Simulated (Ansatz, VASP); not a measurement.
**One calculation of Sb, two programs**

The input INCAR:

```
PREC = Accurate
ENCUT = 520
EDIFF = 1E-6
ISMEAR = 0
SIGMA = 0.05
LREAL = False
LASPH = True
NELM = 60
ALGO = Normal
ISIF = 2
LWAVE = False
LCHARG = False
GGA = PE
NBANDS = 12
```

The input KPOINTS:

```
Automatic mesh
0
Gamma
  12 12 12
```

POSCAR

```
Sb
1.0
    2.1542000000      1.2437279499      3.7580000000
   -2.1542000000      1.2437279499      3.7580000000
    0.0000000000     -2.4874558998      3.7580000000
Sb
2
Direct
    0.2334900000      0.2334900000      0.2334900000
    0.7665100000      0.7665100000      0.7665100000
```

Input for Ansatz:

```yaml
crystal:
  lattice:
    - [2.1542, 1.2437279499, 3.758]
    - [-2.1542, 1.2437279499, 3.758]
    - [0.0, -2.4874558998, 3.758]
  atoms:
    - { symbol: Sb, position: [0.23349, 0.23349, 0.23349] }
    - { symbol: Sb, position: [0.76651, 0.76651, 0.76651] }
basis:
  ecutwfc: 420
kpoints:
  mp_grid: { grid: [12, 12, 12] }
hamiltonian:
  xc: pbe
scf:
  occupations: { method: gaussian, width: 0.05 }
output:
  forces: true
  eigenvalues: true
  eigenstates:
    nscf_kmesh: { grid: [24, 24, 24] }
    top_band: c6
    de_dk: true
    localisation: false
  stress: true
checkpoint:
  write: ck
  compress: false
  write_wavefunctions: false
  write_every: 100000
```

Alike in both runs: task single point; functional PBE; k mesh 12 × 12 × 12; occupations gaussian, width 0.05 eV; no spin polarisation.

|  | VASP | Ansatz |
| --- | --- | --- |
| version | VASP 6.6.1 | Ansatz 0.2.0 |
| potentials or method | VASP PAW PBE potentials, release 64 (Sb), cutoff 520 eV | scalar-relativistic, plane waves, PAW |
| valence electrons in the cell | 10 | 30 |

Ansatz gave:

| Quantity | Value |
| --- | --- |
| pressure (GPa) | 2.7 |
| traceless stress, the component that is largest in VASP (GPa) | -0.33 |
| rms of the force components (eV/Å) | 0.111 |

Q: What did VASP give for the same quantities?

A: Pressure (GPa): 2.8; traceless stress, the component that is largest in VASP (GPa): -0.36; rms of the force components (eV/Å): 0.137.

Atom by atom the forces differ by 0.026 eV/Å (rms over components). VASP's potentials hold 10 valence electrons a cell and Ansatz's 30, so a difference there can come from the potentials and not from the codes.

Spin-orbit coupling is off throughout.
